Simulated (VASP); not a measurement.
**GaSb: single point with PBEsol**

Crystal: GaSb.

```
Ga Sb
1.0
     0.00000    3.05900    3.05900
     3.05900    0.00000    3.05900
     3.05900    3.05900    0.00000
Ga Sb
1 1
Direct
  0.00000 0.00000 0.00000
  0.75000 0.75000 0.75000
```

```json
{
 "Program": "VASP 6.6.1",
 "Task": "single point",
 "Functional": "PBEsol",
 "Potentials or basis": "VASP PAW PBE potentials, release 64 (Ga_d, Sb)",
 "Cutoff": "520 eV",
 "k mesh": "8 × 8 × 8",
 "Occupations": "gaussian, width 0.05 eV",
 "Spin": "non-collinear spin, zero start, spin-orbit coupling",
 "Starting moments": "[[0.0, 0.0, 0.0], [0.0, 0.0, 0.0]] μB",
 "Dipole correction": "no",
 "Further INCAR settings": "ALGO = Normal; EDIFF = 1e-06; NBANDS = 30"
}
```

- Pressure: 0.0 GPa
- Net moment: 0.00 μB per cell
- Valence electrons inside the program's atomic spheres: Ga 11.64; Sb 2.50

Moments on the atoms (μB; x, y, z):
```
Ga  0.00 0.00 0.00
Sb  0.00 0.00 0.00
```

Wall time 110 s on 1 thread of Intel(R) Xeon(R) Platinum 8259CL CPU @ 2.50GHz (Skylake/Cascade Lake), on a shared host, peak memory 0.36 GiB.

Caveat: the PAW data sets were made with another functional, which shifts forces and pressure a little.
